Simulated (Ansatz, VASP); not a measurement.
**RbBr in VASP and in Ansatz**

INCAR

```
SYSTEM = RbBr
  ALGO = Normal
  EDIFF = 1E-6
  ENCUT = 520
  GGA = PE
  ISIF = 2
  ISMEAR = 0
  LASPH = .True.
  LCHARG = .True.
  LELF = .True.
  LREAL = .False.
  LVHAR = .True.
  LWAVE = .False.
  NBANDS = 15
  NELM = 80
  PREC = Accurate
  SIGMA = 0.02
```

Contents of KPOINTS:

```
k-points
0
Gamma
  6 6 6
  0 0 0
```

The input POSCAR:

```
RbBr
1.0
    0.0000000000      3.5434208674      3.5434208674
    3.5434208674      0.0000000000      3.5434208674
    3.5434208674      3.5434208674      0.0000000000
Rb Br
1 1
Direct
    0.0000000000      0.0000000000      0.0000000000
    0.5000000000      0.5000000000      0.5000000000
```

Input for Ansatz:

```yaml
crystal:
  lattice:
    - [0.0, 3.5434208674, 3.5434208674]
    - [3.5434208674, 0.0, 3.5434208674]
    - [3.5434208674, 3.5434208674, 0.0]
  atoms:
    - { symbol: Rb, position: [0.0, 0.0, 0.0] }
    - { symbol: Br, position: [0.5, 0.5, 0.5] }
basis:
  ecutwfc: 420
kpoints:
  mp_grid: { grid: [6, 6, 6] }
hamiltonian:
  xc: pbe
scf:
  occupations: { method: gaussian, width: 0.02 }
output:
  forces: true
  stress: true
  eigenvalues: true
```

Alike in both runs: task single point; functional PBE; k mesh 6 × 6 × 6; occupations gaussian, width 0.02 eV; no spin polarisation.

|  | VASP | Ansatz |
| --- | --- | --- |
| version | VASP 6.6.1 | Ansatz 0.2.0 |
| potentials or method | VASP PAW PBE potentials, release 64 (Rb_sv, Br), cutoff 520 eV | scalar-relativistic, plane waves, PAW |
| valence electrons in the cell | 16 | 16 |

```csv
,VASP,Ansatz,Ansatz less VASP
gap on the k mesh at the Fermi level (eV),4.12,4.12,+0.002
least direct gap on the mesh (eV),4.12,4.12,+0.002
pressure (GPa),-0.3,-0.3,-0.01
```

The functional is the same, so the differences come from potentials, cutoffs and numerics.
